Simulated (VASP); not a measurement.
# Hf12H3CCl in VASP: further runs

Runs on Hf12H3CCl. Level: PBE+D3(BJ). Tasks: single point.

Everything below comes from runs of VASP 6.6.1. Logs are shortened: lines on timing, memory, paths and dates and some standing lists are left out, and cuts for length are marked.

### 1 The cell of the first run

The cell holds a slab with vacuum, 17 atoms: a = 6.340 Å, b = 5.020 Å, c = 26.553 Å, α = 90.00°, β = 90.00°, γ = 90.00°.

### 2 Single point, PBE+D3(BJ)

File INCAR:

```
ALGO = Normal
DIPOL = 0.5 0.5 0.491
EDIFF = 1E-6
ENCUT = 520
GGA = PE
IDIPOL = 3
ISIF = 2
ISMEAR = 0
IVDW = 12
LASPH = T
LCHARG = T
LDIPOL = T
LELF = T
LREAL = Auto
LVACPOTAV = T
LVHAR = T
LWAVE = F
NBANDS = 81
NELM = 60
PREC = Accurate
SIGMA = 0.1
```

File KPOINTS:

```
k-points
0
Gamma
  3 4 1
```

File POSCAR:

```
Hf12H3CCl
1.0
    6.3396999941      0.0000000000      0.0000000000
    0.0000000000      5.0196956475      0.0000000000
    0.0000000000      0.0000000000     26.5531981218
Hf C Cl H
12 1 1 3
Direct
    0.5000000000      0.7500000000      0.3012819760
    0.0000000000      0.7500000000      0.3012819760
    0.7500000000      0.2500000000      0.3357432440
    0.2500000000      0.2500000000      0.3357432440
    0.7500000000      0.7500000000      0.4046657798
    0.2500000000      0.7500000000      0.4046657798
    0.0000236799      0.2532698232      0.4403011502
    0.4999853582      0.2503138906      0.4395970042
    0.0000348476      0.7531283070      0.5052398819
    0.4999557984      0.7505572729      0.5078079833
    0.2550136226      0.2503319668      0.5399900117
    0.7450181703      0.2501283579      0.5399795282
   -0.0013392333      0.5192707778      0.6623672926
   -0.0001784221      0.2056443676      0.6185946033
   -0.0058612175      0.4437928109      0.7010197710
    0.1444853652      0.6230967021      0.6523669757
   -0.1431433205      0.6270267926      0.6507245548
```

Potentials or basis: VASP PAW PBE potentials, release 64 (Hf_pv, C, Cl, H).

Launch:

```sh
$ cat potpaw_PBE.64/Hf_pv/POTCAR potpaw_PBE.64/C/POTCAR potpaw_PBE.64/Cl/POTCAR potpaw_PBE.64/H/POTCAR > POTCAR
$ mpirun -np 1 vasp_std > vasp.out
```

OUTCAR:

```text
EDIFF = 1E-6
   ENCUT = 520
   GGA = PE
   ISIF = 2
   ISMEAR = 0
   IVDW = 12
   LASPH = T
   LREAL = Auto
   NELM = 60
   PREC = Accurate
 IVDW          = 12

 ion  position               nearest neighbor table
   1  0.500  0.750  0.301-   3 3.11   4 3.11   3 3.11   4 3.11   2 3.17   2 3.17   6 3.17   5 3.17

   2  0.000  0.750  0.301-   3 3.11   4 3.11   3 3.11   4 3.11   1 3.17   1 3.17   6 3.17   5 3.17

   3  0.750  0.250  0.336-   5 3.11   5 3.11   1 3.11   1 3.11   2 3.11   2 3.11   4 3.17   4 3.17
                             8 3.18   7 3.20
   4  0.250  0.250  0.336-   6 3.11   6 3.11   1 3.11   1 3.11   2 3.11   2 3.11   3 3.17   3 3.17
                             8 3.18   7 3.20
   5  0.750  0.750  0.405-   7 3.10   9 3.11   3 3.11   3 3.11   8 3.11   8 3.11   7 3.13  10 3.16
                             6 3.17   6 3.17   1 3.17   2 3.17
   6  0.250  0.750  0.405-   7 3.10   9 3.11   4 3.11   4 3.11   8 3.11   8 3.11   7 3.13  10 3.16
                             5 3.17   5 3.17   1 3.17   2 3.17
   7  0.000  0.253  0.440-   9 3.04   9 3.05  12 3.10  11 3.10   6 3.10   5 3.10   6 3.13   5 3.13
                             8 3.17   8 3.17   4 3.20   3 3.20
   8  0.500  0.250  0.440-  12 3.09  11 3.09  10 3.09  10 3.10   6 3.11   5 3.11   6 3.11   5 3.11
                             7 3.17   7 3.17   4 3.18   3 3.18
   9  0.000  0.753  0.505-   7 3.04   7 3.05   6 3.11   5 3.11  12 3.11  11 3.11  11 3.14  12 3.14
                            10 3.17  10 3.17
  10  0.500  0.751  0.508-  12 3.07  11 3.07  11 3.07  12 3.07   8 3.09   8 3.10   6 3.16   5 3.16
                             9 3.17   9 3.17
  11  0.255  0.250  0.540-  14 2.65  10 3.07  10 3.07   8 3.09   7 3.10  12 3.11   9 3.11   9 3.14
                            12 3.23
  12  0.745  0.250  0.540-  14 2.65  10 3.07  10 3.07   8 3.09   7 3.10  11 3.11   9 3.11   9 3.14
                            11 3.23
  13  0.999  0.519  0.662-  17 1.09  16 1.09  15 1.09  14 1.96
  14  1.000  0.206  0.619-  13 1.96  12 2.65  11 2.65
  15  0.994  0.444  0.701-  13 1.09
  16  0.144  0.623  0.652-  13 1.09
  17  0.857  0.627  0.651-  13 1.09

  LATTYP: Found a simple orthorhombic cell.
 ALAT       =     5.0196956475
 B/A-ratio  =     1.2629650161
 C/A-ratio  =     5.2898024076

  Lattice vectors:

 A1 = (   0.0000000000,  -5.0196956475,   0.0000000000)
 A2 = (   6.3396999941,   0.0000000000,   0.0000000000)
 A3 = (   0.0000000000,   0.0000000000,  26.5531981218)

Analysis of symmetry for initial positions (statically):
=====================================================================
 Subroutine PRICEL returns:
 Original cell was already a primitive cell.

 Routine SETGRP: Setting up the symmetry group for a
 simple orthorhombic supercell.

 Subroutine GETGRP returns: Found  1 space group operations
 (whereof  1 operations were pure point group operations)
 out of a pool of  8 trial point group operations.

The static configuration has the point symmetry C_1 .

Analysis of symmetry for dynamics (positions and initial velocities):
=====================================================================
 Subroutine PRICEL returns:
 Original cell was already a primitive cell.

 Routine SETGRP: Setting up the symmetry group for a
 simple orthorhombic supercell.

 Subroutine GETGRP returns: Found  1 space group operations
 (whereof  1 operations were pure point group operations)
 out of a pool of  8 trial point group operations.

The dynamic configuration has the point symmetry C_1 .

 Subroutine INISYM returns: Found  1 space group operations
 (whereof  1 operations are pure point group operations),
 and found     1 'primitive' translations

----------------------------------------------------------------------------------------

                                     Primitive cell

  volume of cell :     845.0121

  direct lattice vectors                    reciprocal lattice vectors
     6.339699994  0.000000000  0.000000000     0.157736171  0.000000000  0.000000000
     0.000000000  5.019695647  0.000000000     0.000000000  0.199215265  0.000000000
     0.000000000  0.000000000 26.553198122     0.000000000  0.000000000  0.037660247

  length of vectors
     6.339699994  5.019695647 26.553198122     0.157736171  0.199215265  0.037660247

  position of ions in fractional coordinates (direct lattice)
     0.500000000  0.750000000  0.301281976
     0.000000000  0.750000000  0.301281976
     0.750000000  0.250000000  0.335743244
     0.250000000  0.250000000  0.335743244
     0.750000000  0.750000000  0.404665780
     0.250000000  0.750000000  0.404665780
[... 9 lines left out ...]
     0.144485365  0.623096702  0.652366976
     0.856856679  0.627026793  0.650724555

  ion indices of the primitive-cell ions
   primitive index   ion index
                 1           1
                 2           2
                 3           3
                 4           4
                 5           5
                 6           6
[... 9 lines left out ...]
                16          16
                17          17

----------------------------------------------------------------------------------------

 KPOINTS: k-points

Automatic generation of k-mesh.
 Grid dimensions read from file:
 generate k-points for:    3    4    1

 Generating k-lattice:

  Cartesian coordinates                     Fractional coordinates (reciprocal lattice)
     0.052578724  0.000000000  0.000000000     0.333333333  0.000000000  0.000000000
     0.000000000  0.049803816  0.000000000     0.000000000  0.250000000  0.000000000
     0.000000000  0.000000000  0.037660247     0.000000000  0.000000000  1.000000000

  Length of vectors
     0.052578724  0.049803816  0.037660247

  Shift w.r.t. Gamma in fractional coordinates (k-lattice)
     0.000000000  0.000000000  0.000000000

 Subroutine IBZKPT returns following result:
 ===========================================

 Found      7 irreducible k-points:

 Following reciprocal coordinates:
            Coordinates               Weight
  0.000000  0.000000  0.000000      1.000000
  0.333333  0.000000  0.000000      2.000000
  0.000000  0.250000  0.000000      2.000000
  0.333333  0.250000  0.000000      2.000000
 -0.333333  0.250000  0.000000      2.000000
  0.000000  0.500000  0.000000      1.000000
  0.333333  0.500000  0.000000      2.000000
   k-points           NKPTS =      7   k-points in BZ     NKDIM =      7   number of bands    NBANDS=     81
   number of dos      NEDOS =    301   number of ions     NIONS =     17
   total plane-waves  NPLWV = 384000
   dimension x,y,z NGX =    48 NGY =   40 NGZ =  200
   dimension x,y,z NGXF=    96 NGYF=   80 NGZF=  400
   ions per type =              12   1   1   3
   NGX,Y,Z   is equivalent  to a cutoff of  12.59, 13.25, 12.52 a.u.
   NGXF,Y,Z  is equivalent  to a cutoff of  25.17, 26.49, 25.04 a.u.
 SYSTEM =  unknown system
   PREC   = accura    normal or accurate (medium, high low for compatibility)
   ISTART =      0    job   : 0-new  1-cont  2-samecut
   ICHARG =      2    charge: 1-file 2-atom 10-const
   ISPIN  =      1    spin polarized calculation?
   LNONCOLLINEAR =      F non collinear calculations
   LSORBIT =      F    spin-orbit coupling
   LASPH  =      T    aspherical Exc in radial PAW
   ENCUT  =  520.0 eV  38.22 Ry    6.18 a.u.  11.79  9.33 49.37*2*pi/ulx,y,z
   NELM   =     60;   NELMIN=  2; NELMDL= -5     # of ELM steps
   EDIFF  = 0.1E-05   stopping-criterion for ELM
   LREAL  =      T    real-space projection
   EDIFFG = 0.1E-04   stopping-criterion for IOM
   NSW    =      0    number of steps for IOM
   IBRION =     -1    ionic relax: 0-MD 1-quasi-New 2-CG
   NFREE  =      0    steps in history (QN), initial steepest desc. (CG)
   ISIF   =      2    stress and relaxation
   ISYM   =      2    0-nonsym 1-usesym 2-fastsym
   POTIM  = 0.5000    time-step for ionic-motion
   TEBEG  =    0.0;   TEEND  =   0.0 temperature during run
   PSTRESS=    0.0 pullay stress
   NELECT =     134.0000    total number of electrons
   NUPDOWN=      -1.0000    fix difference up-down
   EMIN   =  10.00;   EMAX   =-10.00  energy-range for DOS
   EFERMI =   0.00;   METHOD = LEGACY
   ISMEAR =     0;   SIGMA  =   0.10  broadening in eV -4-tet -1-fermi 0-gaus
   EFERMI_NEDOS =   21; number of points for ismear=-14 and -15
   IALGO  =     38    algorithm
   IMIX   =      4    mixing-type and parameters
     AMIX     =   0.40;   BMIX     =  1.00
     AMIX_MAG =   1.60;   BMIX_MAG =  1.00
  volume/ion in A,a.u.               =      49.71       335.44
  Fermi-wavevector in a.u.,A,eV,Ry     =   0.886112  1.674510 10.683228  0.785195
  Thomas-Fermi vector in A             =   2.007235
   LORBIT       =      0    0 simple, 1 ext, 2 COOP (PROOUT), +10 PAW based schemes
   GGA     = PE    functional components
   LHFCALC =     F    Hartree Fock is set to
   AEXX    =    0.0000 exact exchange contribution
   IVDW    =    12    specifies the selected vdW correction
   LEPSILON=     F    determine dielectric tensor
   LRPA    =     F    only Hartree local field effects (RPA)
 non-spin polarized calculation
 Gauss-broadening in eV      SIGMA  =   0.10
  energy-cutoff  :      520.00
  volume of cell :      845.01
 maximum number of plane-waves:     22812
   NGX = 23   NGY = 19   NGZ = 99

 dipolmoment           0.000000      0.000000      1.336450 electrons x Angstroem

 number of electron     133.9999977 magnetization

 dipolmoment           0.000000      0.000000     -0.195327 electrons x Angstroem

 Free energy of the ion-electron system (eV)
  ---------------------------------------------------
  ext. energy  EPLUGINS =         0.00000000
  ---------------------------------------------------
  free energy    TOTEN  =      -134.82492047 eV

  energy without entropy =     -134.74670731  energy(sigma->0) =     -134.78581389

 E-fermi :  -0.1848     XC(G=0):  -4.8624

 val. band max:       -0.1887455179   @ k =   0.3333   0.5000   0.0000
 cond. band min:      -0.1743793337   @ k =   0.0000   0.5000   0.0000
 fundamental gap:      0.0143661841
 Fermi energy:        -0.1848341904

 k-point     1 :       0.0000    0.0000    0.0000
  band No.  band energies     occupation
      1     -31.4032      2.00000
      2     -31.3710      2.00000
      3     -31.3615      2.00000
      4     -31.3118      2.00000
      5     -31.2691      2.00000
      6     -31.2424      2.00000
[... 71 lines left out ...]
     78       1.1537      0.00000
     79       1.2075      0.00000

 k-point     2 :       0.3333    0.0000    0.0000
  band No.  band energies     occupation
      1     -31.3901      2.00000
      2     -31.3719      2.00000
      3     -31.3156      2.00000
      4     -31.2424      2.00000
      5     -31.2196      2.00000
      6     -31.2113      2.00000
[... 71 lines left out ...]
     78       0.9010      0.00000
     79       1.0047      0.00000

 k-point     3 :       0.0000    0.2500    0.0000
  band No.  band energies     occupation
      1     -31.4293      2.00000
      2     -31.3677      2.00000
      3     -31.3542      2.00000
      4     -31.3052      2.00000
      5     -31.2796      2.00000
      6     -31.2424      2.00000
[... 71 lines left out ...]
     78       0.9439      0.00000
     79       1.1031      0.00000

 k-point     4 :       0.3333    0.2500    0.0000
  band No.  band energies     occupation
      1     -31.4073      2.00000
      2     -31.3726      2.00000
      3     -31.2811      2.00000
      4     -31.2694      2.00000
      5     -31.2651      2.00000
      6     -31.2203      2.00000
[... 71 lines left out ...]
     78       0.7899      0.00000
     79       0.8136      0.00000

 k-point     5 :      -0.3333    0.2500    0.0000
  band No.  band energies     occupation
      1     -31.4073      2.00000
      2     -31.3726      2.00000
      3     -31.2811      2.00000
      4     -31.2694      2.00000
      5     -31.2651      2.00000
      6     -31.2203      2.00000
[... 71 lines left out ...]
     78       0.7899      0.00000
     79       0.8139      0.00000

 k-point     6 :       0.0000    0.5000    0.0000
  band No.  band energies     occupation
      1     -31.4387      2.00000
      2     -31.3871      2.00000
      3     -31.3526      2.00000
      4     -31.3267      2.00000
      5     -31.3108      2.00000
      6     -31.2450      2.00000
[... 71 lines left out ...]
     78       0.9408      0.00000
     79       1.0218      0.00000

 k-point     7 :       0.3333    0.5000    0.0000
  band No.  band energies     occupation
      1     -31.4165      2.00000
      2     -31.3777      2.00000
      3     -31.2857      2.00000
      4     -31.2722      2.00000
      5     -31.2687      2.00000
      6     -31.2250      2.00000
[... 71 lines left out ...]
     78       0.5865      0.00000
     79       0.6896      0.00000
 [bands above 79 left out]

------------------------ aborting loop because EDIFF is reached ----------------------------------------

 Edisp (eV)   -4.18064

 E8    (eV) :    -2.2460

  FORCE on cell =-STRESS in cart. coord.  units (eV):
  Direction    XX          YY          ZZ          XY          YZ          ZX
  --------------------------------------------------------------------------------------
  -------------------------------------------------------------------------------------
  Total      -9.15413    -6.15765    -3.58975    -0.00078    -0.03213     0.00435
  in kB     -17.35659   -11.67516    -6.80631    -0.00148    -0.06092     0.00825
  external pressure =      -11.95 kB  Pullay stress =        0.00 kB

 VOLUME and BASIS-vectors are now :
 -----------------------------------------------------------------------------
  energy-cutoff  :      520.00
  volume of cell :      845.01
      direct lattice vectors                 reciprocal lattice vectors
     6.339699994  0.000000000  0.000000000     0.157736171  0.000000000  0.000000000
     0.000000000  5.019695647  0.000000000     0.000000000  0.199215265  0.000000000
     0.000000000  0.000000000 26.553198122     0.000000000  0.000000000  0.037660247

 POSITION                                       TOTAL-FORCE (eV/Angst)
 -----------------------------------------------------------------------------------
      3.16985      3.76477      8.00000        -0.000121     -0.001918      0.437045
      0.00000      3.76477      8.00000        -0.000139     -0.001296      0.459143
      4.75477      1.25492      8.91506         0.045134      0.010676      0.147737
      1.58492      1.25492      8.91506        -0.045200      0.010630      0.147620
      4.75477      3.76477     10.74517        -0.089864     -0.009777     -0.549286
      1.58492      3.76477     10.74517         0.089736     -0.009790     -0.551017
[... 9 lines left out ...]
      0.91599      3.12776     17.32243        -0.015312     -0.011183      0.000470
      5.43221      3.14748     17.27882         0.007788     -0.005958      0.002267
 -----------------------------------------------------------------------------------
    total drift:                                0.001688      0.008904     -0.005579

  FREE ENERGIE OF THE ION-ELECTRON SYSTEM (eV)
  ---------------------------------------------------
  free  energy   TOTEN  =      -139.0055635863 eV

  energy  without entropy=     -138.9273504264  energy(sigma->0) =     -138.96645701

 vacuum level on the upper side and lower side of the slab         2.473         3.584
```

Wall time 57 min (1 thread of Intel Xeon 8259CL, shared host); peak memory 0.97 GiB.

Results:

| Property | Result |
| --- | --- |
| Free energy | -139.0056 eV |
| Largest force | 0.558 eV/Å |
| Band gap on the k mesh | zero (bands 67 and 68 overlap by 0.20 eV) |
| Dispersion energy per atom | -0.246 eV |

Forces in eV/Å, atoms in the order of the input:
```
Hf   0.000 -0.002  0.437
Hf   0.000 -0.001  0.459
Hf   0.045  0.011  0.148
Hf  -0.045  0.011  0.148
Hf  -0.090 -0.010 -0.549
Hf   0.090 -0.010 -0.551
Hf  -0.001 -0.001  0.017
Hf   0.001 -0.002  0.012
Hf  -0.002  0.000 -0.018
Hf   0.003 -0.002 -0.014
Hf  -0.006 -0.003 -0.029
Hf   0.004 -0.001 -0.032
C    0.008 -0.002 -0.004
Cl   0.001  0.024 -0.013
H    0.001  0.005 -0.013
H   -0.015 -0.011  0.000
H    0.008 -0.006  0.002
```

Levels at points of the mesh, in eV from the Fermi level:
```csv
k point,band 65,band 66,band 67,band 68,band 69,band 70
"(0.00, 0.00, 0.00)",-0.49,-0.11,0.12,0.23,0.49,0.60
"(0.00, 0.50, 0.00)",-0.42,-0.01,0.01,0.28,0.32,0.41
```

Caveat: spin-orbit coupling is left out, which moves the levels of the heavy elements.

### 3 Single point, PBE+D3(BJ)

This run uses another cell than the first one.

INCAR, as its differences from that of step 2:

```diff
@@ -1,3 +1,3 @@
 ALGO = Normal
-DIPOL = 0.5 0.5 0.491
+DIPOL = 0.5 0.5 0.488
 EDIFF = 1E-6
@@ -18,3 +18,3 @@
 NBANDS = 81
-NELM = 60
+NELM = 100
 PREC = Accurate
```

KPOINTS is that of step 2.

File POSCAR:

```
Hf12H3CCl
1.0
    6.3396999941      0.0000000000      0.0000000000
    0.0000000000      5.0196956475      0.0000000000
    0.0000000000      0.0000000000     26.7176981218
Hf C Cl H
12 1 1 3
Direct
    0.5000000000      0.7500000000      0.2994269927
    0.0000000000      0.7500000000      0.2994269927
    0.7500000000      0.2500000000      0.3336760837
    0.2500000000      0.2500000000      0.3336760837
    0.7500000000      0.7500000000      0.4021742657
    0.2500000000      0.7500000000      0.4021742657
    0.0000169304      0.2503203084      0.4368794874
    0.4999997187      0.2532831285      0.4375866436
    0.0000456481      0.7506442874      0.5047123596
    0.5000315283      0.7532369817      0.5021179478
    0.2450185292      0.2505672353      0.5366703917
    0.7550265066      0.2504192026      0.5366582714
    0.5014374155      0.5198452268      0.6581489216
    0.5002849406      0.2059058576      0.6148611358
    0.5049469682      0.4451225749      0.6966115474
    0.6437789308      0.6268338161      0.6467331988
    0.3562033596      0.6241454899      0.6479913120
```

Potentials or basis: VASP PAW PBE potentials, release 64 (Hf_pv, C, Cl, H).

Launch:

```sh
$ cat potpaw_PBE.64/Hf_pv/POTCAR potpaw_PBE.64/C/POTCAR potpaw_PBE.64/Cl/POTCAR potpaw_PBE.64/H/POTCAR > POTCAR
$ mpirun -np 1 vasp_std > vasp.out
```

Run time: 74 min. Hardware: 1 thread of Intel Xeon 8259CL, shared host; peak memory 0.98 GiB.

The run converged. Its results:

| Item | Value |
| --- | --- |
| Free energy | -139.0052 eV |
| Largest force | 0.557 eV/Å |
| Band gap on the k mesh | zero (bands 67 and 68 overlap by 0.20 eV) |
| Dispersion energy per atom | -0.246 eV |

Forces on the atoms (eV/Å):
```
Hf   0.000 -0.001  0.461
Hf   0.000 -0.002  0.438
Hf  -0.045  0.011  0.149
Hf   0.045  0.011  0.149
Hf   0.090 -0.009 -0.549
Hf  -0.090 -0.009 -0.549
Hf   0.000 -0.001  0.017
Hf   0.000 -0.001  0.017
Hf   0.000  0.002 -0.018
Hf   0.000 -0.001 -0.016
Hf   0.006 -0.005 -0.031
Hf  -0.004 -0.004 -0.034
C    0.006 -0.015 -0.003
Cl  -0.001  0.025 -0.018
H   -0.003  0.000 -0.004
H   -0.002  0.000 -0.004
H   -0.001 -0.001 -0.004
```

Levels at points of the mesh, in eV from the Fermi level:
```csv
k point,band 64,band 65,band 66,band 67,band 68,band 69,band 70,band 71
"(0.00, 0.00, 0.00)",-0.62,-0.49,-0.11,0.12,0.23,0.49,0.60,0.67
"(0.00, 0.50, 0.00)",-0.48,-0.42,-0.01,0.01,0.28,0.32,0.41,0.44
```

Caveat: spin-orbit coupling is left out, which moves the levels of the heavy elements.
